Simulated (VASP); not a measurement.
# Sr3PRh (Pm-3m) in VASP: notebook, part 2 of 2

VASP 6.6.1. The steps go on from the part before.

## Step 3: Single point, PBE

File INCAR:

```
SYSTEM = Sr3PRh
PREC = Accurate
ENCUT = 520
EDIFF = 1E-7
ISMEAR = 0
SIGMA = 0.1
LREAL = .False.
LASPH = .True.
NELM = 100
ALGO = Normal
ISIF = 2
LWAVE = .False.
LCHARG = .False.
GGA = PE
NBANDS = 33
```

File KPOINTS:

```
regular mesh
0
Gamma
  8 8 8
  0 0 0
```

File POSCAR:

```
Sr3PRh
1.0
    5.5521158834      0.0000000000      0.0000000000
    0.0000000000      5.5521158834      0.0000000000
    0.0000000000      0.0000000000      5.5521158834
Sr P Rh
3 1 1
Direct
    0.5000000000      0.0000000000      0.0000000000
    0.0000000000      0.5000000000      0.0000000000
    0.0000000000      0.0000000000      0.5000000000
    0.5000000000      0.5000000000      0.5000000000
    0.0000000000      0.0000000000      0.0000000000
```

Potentials or basis: VASP PAW PBE potentials, release 64 (Sr_sv, P, Rh_pv).

Launch:

```sh
> cat potpaw_PBE.64/Sr_sv/POTCAR potpaw_PBE.64/P/POTCAR potpaw_PBE.64/Rh_pv/POTCAR > POTCAR
> mpirun -np 1 vasp_std > vasp.out
```

OUTCAR:

```text
SYSTEM = Sr3PRh
   PREC = Accurate
   ENCUT = 520
   EDIFF = 1E-7
   ISMEAR = 0
   LREAL = .False.
   LASPH = .True.
   NELM = 100
   ISIF = 2
   GGA = PE

 ion  position               nearest neighbor table
   1  0.500  0.000  0.000-   5 2.78   5 2.78   4 3.93   2 3.93   3 3.93   4 3.93   2 3.93   4 3.93
                             4 3.93   2 3.93   3 3.93   3 3.93   3 3.93   2 3.93
   2  0.000  0.500  0.000-   5 2.78   5 2.78   4 3.93   1 3.93   3 3.93   4 3.93   1 3.93   3 3.93
                             3 3.93   3 3.93   1 3.93   4 3.93   4 3.93   1 3.93
   3  0.000  0.000  0.500-   5 2.78   5 2.78   4 3.93   1 3.93   1 3.93   2 3.93   2 3.93   2 3.93
                             4 3.93   2 3.93   1 3.93   4 3.93   1 3.93   4 3.93
   4  0.500  0.500  0.500-   1 3.93   2 3.93   3 3.93   1 3.93   2 3.93   1 3.93   3 3.93   1 3.93
                             2 3.93   3 3.93   2 3.93   3 3.93
   5  0.000  0.000  0.000-   1 2.78   2 2.78   3 2.78   3 2.78   2 2.78   1 2.78

  LATTYP: Found a simple cubic cell.
 ALAT       =     5.5521158834

  Lattice vectors:

 A1 = (   5.5521158834,   0.0000000000,   0.0000000000)
 A2 = (   0.0000000000,   5.5521158834,   0.0000000000)
 A3 = (   0.0000000000,   0.0000000000,   5.5521158834)

Analysis of symmetry for initial positions (statically):
=====================================================================
 Subroutine PRICEL returns:
 Original cell was already a primitive cell.

 Routine SETGRP: Setting up the symmetry group for a
 simple cubic supercell.

 Subroutine GETGRP returns: Found 48 space group operations
 (whereof 48 operations were pure point group operations)
 out of a pool of 48 trial point group operations.

The static configuration has the point symmetry O_h .

Analysis of symmetry for dynamics (positions and initial velocities):
=====================================================================
 Subroutine PRICEL returns:
 Original cell was already a primitive cell.

 Routine SETGRP: Setting up the symmetry group for a
 simple cubic supercell.

 Subroutine GETGRP returns: Found 48 space group operations
 (whereof 48 operations were pure point group operations)
 out of a pool of 48 trial point group operations.

The dynamic configuration has the point symmetry O_h .

 Subroutine INISYM returns: Found 48 space group operations
 (whereof 48 operations are pure point group operations),
 and found     1 'primitive' translations

----------------------------------------------------------------------------------------

                                     Primitive cell

  volume of cell :     171.1495

  direct lattice vectors                    reciprocal lattice vectors
     5.552115883  0.000000000  0.000000000     0.180111514  0.000000000  0.000000000
     0.000000000  5.552115883  0.000000000     0.000000000  0.180111514  0.000000000
     0.000000000  0.000000000  5.552115883     0.000000000  0.000000000  0.180111514

  length of vectors
     5.552115883  5.552115883  5.552115883     0.180111514  0.180111514  0.180111514

  position of ions in fractional coordinates (direct lattice)
     0.500000000  0.000000000  0.000000000
     0.000000000  0.500000000  0.000000000
     0.000000000  0.000000000  0.500000000
     0.500000000  0.500000000  0.500000000
     0.000000000  0.000000000  0.000000000

  ion indices of the primitive-cell ions
   primitive index   ion index
                 1           1
                 2           2
                 3           3
[... 35 lines left out ...]
  0.500000  0.000000  0.000000      3.000000
  0.125000  0.125000  0.000000     12.000000
[... 16 lines left out ...]
  0.375000  0.375000  0.125000     24.000000
  0.500000  0.375000  0.125000     24.000000
 [... further k-points ...]
   k-points           NKPTS =     35   k-points in BZ     NKDIM =     35   number of bands    NBANDS=     33
   number of dos      NEDOS =    301   number of ions     NIONS =      5
   total plane-waves  NPLWV =  74088
   dimension x,y,z NGX =    42 NGY =   42 NGZ =   42
   dimension x,y,z NGXF=    84 NGYF=   84 NGZF=   84
   ions per type =               3   1   1
   NGX,Y,Z   is equivalent  to a cutoff of  12.58, 12.58, 12.58 a.u.
   NGXF,Y,Z  is equivalent  to a cutoff of  25.15, 25.15, 25.15 a.u.
 SYSTEM =  Sr3PRh
   PREC   = accura    normal or accurate (medium, high low for compatibility)
   ISTART =      0    job   : 0-new  1-cont  2-samecut
   ICHARG =      2    charge: 1-file 2-atom 10-const
   ISPIN  =      1    spin polarized calculation?
   LNONCOLLINEAR =      F non collinear calculations
   LSORBIT =      F    spin-orbit coupling
   LASPH  =      T    aspherical Exc in radial PAW
   ENCUT  =  520.0 eV  38.22 Ry    6.18 a.u.  10.32 10.32 10.32*2*pi/ulx,y,z
   NELM   =    100;   NELMIN=  2; NELMDL= -5     # of ELM steps
   EDIFF  = 0.1E-06   stopping-criterion for ELM
   LREAL  =      F    real-space projection
   EDIFFG = 0.1E-05   stopping-criterion for IOM
   NSW    =      0    number of steps for IOM
   IBRION =     -1    ionic relax: 0-MD 1-quasi-New 2-CG
   NFREE  =      0    steps in history (QN), initial steepest desc. (CG)
   ISIF   =      2    stress and relaxation
   ISYM   =      2    0-nonsym 1-usesym 2-fastsym
   POTIM  = 0.5000    time-step for ionic-motion
   TEBEG  =    0.0;   TEEND  =   0.0 temperature during run
   PSTRESS=    0.0 pullay stress
   NELECT =      50.0000    total number of electrons
   NUPDOWN=      -1.0000    fix difference up-down
   EMIN   =  10.00;   EMAX   =-10.00  energy-range for DOS
   EFERMI =   0.00;   METHOD = LEGACY
   ISMEAR =     0;   SIGMA  =   0.10  broadening in eV -4-tet -1-fermi 0-gaus
   EFERMI_NEDOS =   21; number of points for ismear=-14 and -15
   IALGO  =     38    algorithm
   IMIX   =      4    mixing-type and parameters
     AMIX     =   0.40;   BMIX     =  1.00
     AMIX_MAG =   1.60;   BMIX_MAG =  1.00
  volume/ion in A,a.u.               =      34.23       230.99
  Fermi-wavevector in a.u.,A,eV,Ry     =   1.086275  2.052761 16.054774  1.179993
  Thomas-Fermi vector in A             =   2.222408
   LORBIT       =      0    0 simple, 1 ext, 2 COOP (PROOUT), +10 PAW based schemes
   GGA     = PE    functional components
   LHFCALC =     F    Hartree Fock is set to
   AEXX    =    0.0000 exact exchange contribution
   IVDW    =     0    specifies the selected vdW correction
   LEPSILON=     F    determine dielectric tensor
   LRPA    =     F    only Hartree local field effects (RPA)
 non-spin polarized calculation
 Gauss-broadening in eV      SIGMA  =   0.10
  energy-cutoff  :      520.00
  volume of cell :      171.15
 maximum number of plane-waves:      4636
 NGX is ok and might be reduce to    42
   NGX = 21   NGY = 21   NGZ = 21

 number of electron      49.9999985 magnetization

 Free energy of the ion-electron system (eV)
  ---------------------------------------------------
  ext. energy  EPLUGINS =         0.00000000
  ---------------------------------------------------
  free energy    TOTEN  =       -18.44804371 eV

  energy without entropy =      -18.44696475  energy(sigma->0) =      -18.44750423

 E-fermi :   2.3699     XC(G=0):  -8.4713

 val. band max:        2.2918780413   @ k =   0.5000   0.3750   0.3750
 cond. band min:       2.5818427185   @ k =   0.5000   0.5000   0.3750
 fundamental gap:      0.2899646772
 Fermi energy:         2.3699021230

 k-point     1 :       0.0000    0.0000    0.0000
  band No.  band energies     occupation
      1     -42.6186      2.00000
      2     -42.6186      2.00000
      3     -42.6186      2.00000
      4     -32.9401      2.00000
      5     -32.8964      2.00000
      6     -32.8964      2.00000
[... 853 lines left out ...]
     32       6.0038      0.00000
     33       6.4128      0.00000

 [... further k-points ...]

------------------------ aborting loop because EDIFF is reached ----------------------------------------

  FORCE on cell =-STRESS in cart. coord.  units (eV):
  Direction    XX          YY          ZZ          XY          YZ          ZX
  --------------------------------------------------------------------------------------
  -------------------------------------------------------------------------------------
  Total        0.2948929      0.2948929      0.2948929      0.0000000      0.0000000     -0.0000000
  in kB        2.7605739      2.7605739      2.7605739      0.0000000      0.0000000     -0.0000000
  external PRESSURE =       2.7605739 kB  Pullay stress =       0.0000000 kB

 VOLUME and BASIS-vectors are now :
 -----------------------------------------------------------------------------
  energy-cutoff  :      520.00
  volume of cell :      171.15
      direct lattice vectors                 reciprocal lattice vectors
     5.552115883  0.000000000  0.000000000     0.180111514  0.000000000  0.000000000
     0.000000000  5.552115883  0.000000000     0.000000000  0.180111514  0.000000000
     0.000000000  0.000000000  5.552115883     0.000000000  0.000000000  0.180111514

 POSITION                                       TOTAL-FORCE (eV/Angst)
 -----------------------------------------------------------------------------------
      2.77606      0.00000      0.00000         0.000000      0.000000      0.000000
      0.00000      2.77606      0.00000         0.000000      0.000000      0.000000
      0.00000      0.00000      2.77606         0.000000      0.000000      0.000000
      2.77606      2.77606      2.77606         0.000000      0.000000      0.000000
      0.00000      0.00000      0.00000         0.000000      0.000000      0.000000
 -----------------------------------------------------------------------------------
    total drift:                                0.000000      0.000000     -0.000000

  FREE ENERGIE OF THE ION-ELECTRON SYSTEM (eV)
  ---------------------------------------------------
  free  energy   TOTEN  =       -18.4480437068 eV

  energy  without entropy=      -18.4469647521  energy(sigma->0) =      -18.44750423
```

OSZICAR:

```text
N       E                     dE             d eps       ncg     rms          rms(c)
DAV:   1     0.342108826387E+03    0.34211E+03   -0.25611E+04  2582   0.136E+03
DAV:   2     0.447193896390E+01   -0.33764E+03   -0.32469E+03  2645   0.335E+02
DAV:   3    -0.187517183189E+02   -0.23224E+02   -0.23013E+02  3603   0.684E+01
DAV:   4    -0.199159682741E+02   -0.11642E+01   -0.11582E+01  3355   0.131E+01
DAV:   5    -0.199758201531E+02   -0.59852E-01   -0.59846E-01  3426   0.223E+00    0.291E+01
DAV:   6    -0.188640337562E+02    0.11118E+01   -0.74627E+00  3038   0.116E+01    0.224E+01
DAV:   7    -0.187164729789E+02    0.14756E+00   -0.45784E+00  2717   0.119E+01    0.941E+00
DAV:   8    -0.184358954281E+02    0.28058E+00   -0.11362E+00  2940   0.514E+00    0.117E+00
DAV:   9    -0.184458145881E+02   -0.99192E-02   -0.10438E-01  3303   0.106E+00    0.715E-01
DAV:  10    -0.184482872891E+02   -0.24727E-02   -0.81820E-03  3034   0.433E-01    0.260E-01
DAV:  11    -0.184479587871E+02    0.32850E-03   -0.45245E-03  2992   0.329E-01    0.715E-02
DAV:  12    -0.184480554178E+02   -0.96631E-04   -0.53110E-04  2880   0.131E-01    0.354E-02
DAV:  13    -0.184480427075E+02    0.12710E-04   -0.77241E-05  3219   0.466E-02    0.116E-02
DAV:  14    -0.184480442589E+02   -0.15514E-05   -0.83020E-06  3264   0.116E-02    0.960E-03
DAV:  15    -0.184480437285E+02    0.53038E-06   -0.24167E-06  2759   0.747E-03    0.220E-03
DAV:  16    -0.184480437068E+02    0.21711E-07   -0.39388E-07  2337   0.316E-03
   1 F= -.18448044E+02 E0= -.18447504E+02  d E =-.107895E-02
```

stdout:

```text
POSCAR found type information on POSCAR SrP Rh
 POSCAR found :  3 types and       5 ions
 scaLAPACK will be used
 LDA part: xc-table for (Slater+PW92), standard interpolation
 POSCAR, INCAR and KPOINTS ok, starting setup
 FFT: planning ... GRIDC
 FFT: planning ... GRID_SOFT
 FFT: planning ... GRID
 WAVECAR not read
 entering main loop
```

It took 5.5 min on 1 thread of AMD EPYC, shared host; peak memory 0.34 GiB.

What came out:

```yaml
Free_energy: -18.4480 eV
Pressure: 0.3 GPa
Band_gap_on_the_k_mesh: zero (band 25 reaches 2.29 eV, above the bottom of band 26 at 2.21 eV)
```

Levels at points of the mesh, in eV from the Fermi level:
```csv
k point,band 22,band 23,band 24,band 25,band 26,band 27,band 28,band 29
"(0.00, 0.00, 0.00)",-1.98,-0.37,-0.37,-0.37,1.13,1.13,1.13,3.18
"(0.50, 0.00, 0.00)",-1.30,-0.33,-0.33,-0.20,0.53,2.08,2.08,2.09
"(0.50, 0.50, 0.00)",-1.39,-0.78,-0.67,-0.23,1.31,1.31,1.57,3.09
"(0.50, 0.50, 0.50)",-0.58,-0.58,-0.58,-0.16,-0.16,-0.16,0.59,2.53
```

## Step 4: Relaxation of cell and atoms, PBE

This run uses another cell than the first one, of 34.02 Å³/atom, 0.994 times its volume.

File INCAR:

```
PREC     = Accurate       # precision mode
ENCUT    = 600            # plane-wave cutoff, eV
EDIFF    = 1E-7           # SCF threshold, eV
ISMEAR   = 0              # smearing method
SIGMA    = 0.1            # smearing width, eV
LREAL    = False          # projectors in reciprocal space
LASPH    = True           # aspherical terms in the spheres
NELM     = 100            # most SCF steps
ALGO     = Normal         # electronic algorithm
ISIF     = 3              # what is computed and relaxed
LWAVE    = False          # write WAVECAR
LCHARG   = False          # write CHGCAR
GGA      = PE             # functional
IBRION   = 2              # ionic algorithm
NSW      = 100            # ionic steps
EDIFFG   = -0.01          # ionic threshold
```

File KPOINTS:

```
Automatic mesh
0
Gamma
  8 8 8
```

POSCAR: that of step 3 with these lines changed.

```diff
@@ -2,5 +2,5 @@
 1.0
-    5.5521158834      0.0000000000      0.0000000000
-    0.0000000000      5.5521158834      0.0000000000
-    0.0000000000      0.0000000000      5.5521158834
+    5.5406632305      0.0000000000      0.0000000000
+    0.0000000000      5.5406632305      0.0000000000
+    0.0000000000      0.0000000000      5.5406632305
 Sr P Rh
```

Launch:

```sh
> cat potpaw_PBE.64/Sr_sv/POTCAR potpaw_PBE.64/P/POTCAR potpaw_PBE.64/Rh_pv/POTCAR > POTCAR
> mpirun -np 1 vasp_std > vasp.out
```

Run time: 11 min. Hardware: 1 thread of AMD EPYC, shared host; peak memory 0.45 GiB.

Results (log left out):

```yaml
Free_energy: -18.4493 eV
Relaxed_volume: 34.52 Å³/atom
Relaxed_cell: a = 5.568 Å, b = 5.568 Å, c = 5.568 Å, α = 90.00°, β = 90.00°, γ = 90.00°
Space_group_after_relaxing_to_0.05_Å: Pm-3m (No. 221)
Energy_gained_by_relaxing: 0.7 meV/atom
Ionic_steps: 2
Pressure_after_relaxing: 0.0 GPa
Band_gap_on_the_k_mesh: zero (band 25 reaches 2.23 eV, above the bottom of band 26 at 2.16 eV)
```

The path:
```tsv
step	energy change (eV)	largest force (eV/Å)	pressure (GPa)	volume (Å³)
1	0.0000	0.0000	0.48	170.09
2	-0.0037	0.0000	0.00	172.60
```

Final structure:
```xyz
5
Lattice="5.5678 0.0000 0.0000 0.0000 5.5678 0.0000 0.0000 0.0000 5.5678" Properties=species:S:1:pos:R:3 pbc="T T T"
Sr    2.7839    0.0000    0.0000
Sr    0.0000    2.7839    0.0000
Sr    0.0000    0.0000    2.7839
P     2.7839    2.7839    2.7839
Rh    0.0000    0.0000    0.0000
```

Levels at points of the mesh, in eV from the Fermi level:
```tsv
k point	band 21	band 22	band 23	band 24	band 25	band 26	band 27	band 28	band 29	band 30
(0.00, 0.00, 0.00)	-1.94	-1.94	-0.35	-0.35	-0.35	1.13	1.15	1.15	3.18	3.18
(0.50, 0.00, 0.00)	-1.80	-1.27	-0.31	-0.31	-0.20	0.52	2.08	2.08	2.10	3.05
(0.50, 0.50, 0.00)	-1.50	-1.36	-0.76	-0.65	-0.24	1.32	1.32	1.58	3.08	3.35
(0.50, 0.50, 0.50)	-0.75	-0.56	-0.56	-0.56	-0.15	-0.15	-0.15	0.56	2.54	3.35
```
